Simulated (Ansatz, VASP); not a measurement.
## BN in VASP and in Ansatz

```
CELL_PARAMETERS angstrom
0.00000 1.76759 1.76759
1.76759 0.00000 1.76759
1.76759 1.76759 0.00000
ATOMIC_POSITIONS crystal
B 0.00000 0.00000 0.00000
N 0.25000 0.25000 0.25000
```

Alike in both runs: task relaxation of the atoms; functional r2SCAN; k mesh 14 × 14 × 14; occupations fermi-dirac, width 0.02 eV; no spin polarisation.

|  | VASP | Ansatz |
| --- | --- | --- |
| version | VASP 6.6.1 | Ansatz 0.2.0 |
| potentials or method | VASP PAW PBE potentials, release 64 (B, N), cutoff 520 eV | PAW plane waves |
| valence electrons in the cell | 8 | 8 |

```csv
,VASP,Ansatz,Ansatz less VASP
"gap on the k mesh at the Fermi level, each at its own relaxed structure (eV)",5.06,5.07,+0.016
```

VASP's potentials were made for PBE, not for r2SCAN. Ansatz's warnings: stress scf threshold loose.

Noted on VASP's run: the relaxation stopped at its first step, so nothing moved.
